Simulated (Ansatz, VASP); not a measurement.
## One calculation of NaI, two programs

File POSCAR:

```
NaI
1.0
    0.0000000000      3.2625704919      3.2625704919
    3.2625704919      0.0000000000      3.2625704919
    3.2625704919      3.2625704919      0.0000000000
Na I
1 1
Direct
    0.0000000000      0.0000000000      0.0000000000
    0.5000000000      0.5000000000      0.5000000000
```

Contents of INCAR.step1:

```
PREC = Accurate
ENCUT = 520
ISMEAR = 0
SIGMA = 0.01
LREAL = F
LASPH = T
NELM = 80
NBANDS = 14
GGA = PE
ALGO = Normal
EDIFF = 1E-4
LWAVE = T
LCHARG = F
```

The input INCAR.step2:

```
PREC = Accurate
ENCUT = 520
EDIFF = 1E-6
ISMEAR = 0
SIGMA = 0.01
LREAL = F
LASPH = T
NELM = 80
ALGO = Normal
ISIF = 2
LWAVE = F
LCHARG = F
METAGGA = R2SCAN
LMIXTAU = T
NBANDS = 14
ISTART = 1
```

KPOINTS

```
regular mesh
0
Gamma
  8 8 8
```

Input for Ansatz:

```yaml
crystal:
  lattice:
    - [0.0, 3.2625704919, 3.2625704919]
    - [3.2625704919, 0.0, 3.2625704919]
    - [3.2625704919, 3.2625704919, 0.0]
  atoms:
    - { symbol: Na, position: [0.0, 0.0, 0.0] }
    - { symbol: I, position: [0.5, 0.5, 0.5] }
kpoints:
  mp_grid: { grid: [8, 8, 8] }
  band_path:
    path:
      - [0.0, 0.0, 0.0]
      - [0.5, 0.0, 0.5]
      - [0.625, 0.25, 0.625]
      - [0.375, 0.375, 0.75]
      - [0.5, 0.5, 0.5]
      - [0.5, 0.25, 0.75]
    npoints: 1
hamiltonian:
  xc: r2scan
scf:
  occupations: { method: fixed }
  n_extra_bands: 4
output:
  forces: true
  stress: true
  eigenvalues: true
  write_density: true
  write_potential: true
  elf: true
  volumetric_format: npy
```

Change from the starting cell: hydrostatic strain +1.0%.

Alike in both runs: task single point; functional r2SCAN; k mesh 8 × 8 × 8; no spin polarisation.

```csv
,VASP,Ansatz
version,VASP 6.6.1,Ansatz 0.2.0
potentials or method,"VASP PAW PBE potentials, release 64 (Na_pv, I)","plane waves, PAW"
plane-wave cutoff (eV),520,500
occupations,"gaussian, width 0.01 eV",fixed
valence electrons in the cell,14,26
```

Ansatz gave:

| Item | Value |
| --- | --- |
| gap on the k mesh at the Fermi level (eV) | 4.36 |
| pressure (GPa) | -0.5 |

Task: What did VASP give for the same quantities?

Result: gap on the k mesh at the Fermi level (eV): 4.37; pressure (GPa): -0.5.

VASP's potentials were made for PBE, not for r2SCAN. VASP's potentials hold 14 valence electrons a cell and Ansatz's 26, so a difference there can come from the potentials and not from the codes.

Spin-orbit coupling is off throughout.
